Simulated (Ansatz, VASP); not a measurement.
# Ca: VASP beside Ansatz

The input INCAR:

```
SYSTEM = Ca
ALGO = Normal
EDIFF = 1E-6
ENCUT = 520
GGA = PE
ISIF = 2
ISMEAR = -1
LASPH = .TRUE.
LCHARG = .TRUE.
LELF = .TRUE.
LREAL = .FALSE.
LVHAR = .TRUE.
LWAVE = .FALSE.
NBANDS = 11
NELM = 60
PREC = Accurate
SIGMA = 0.05
```

The input KPOINTS:

```
k-points
0
G
  10 10 10
  0 0 0
```

Contents of POSCAR:

```
Ca
1.0
   -2.2624000000      2.2400000000      2.2400000000
    2.2400000000     -2.2624000000      2.2400000000
    2.2400000000      2.2400000000     -2.2624000000
Ca
1
Direct
    0.0000000000      0.0000000000      0.0000000000
```

Input for Ansatz:

```yaml
crystal:
  lattice:
    - [-2.2624, 2.24, 2.24]
    - [2.24, -2.2624, 2.24]
    - [2.24, 2.24, -2.2624]
  atoms:
    - { symbol: Ca, position: [0.0, 0.0, 0.0] }
kpoints:
  mp_grid: { grid: [10, 10, 10] }
scf:
  occupations: { method: fermi_dirac, width: 0.05 }
hamiltonian:
  xc: pbe
  pseudopotentials: { kind: all_electron, lapw: { basis_error: 0.00025 } }
output:
  forces: true
  stress: true
  eigenvalues: true
```

Change from the starting cell: equal xy, yz and zx shear strains of -1 %.

Alike in both runs: task single point; functional PBE; k mesh 10 × 10 × 10; occupations fermi-dirac, width 0.05 eV; no spin polarisation.

|  | VASP | Ansatz |
| --- | --- | --- |
| version | VASP 6.6.1 | Ansatz 0.2.0 |
| potentials or method | VASP PAW PBE potentials, release 64 (Ca_sv), cutoff 520 eV | all-electron LAPW, scalar-relativistic |

```csv
,VASP,Ansatz,Ansatz less VASP
pressure (GPa),-1.0,-1.0,-0.02
"traceless stress, the component that is largest in VASP (GPa)",0.14,0.14,0.000
```

Ansatz ran all-electron here, and VASP with PAW potentials.
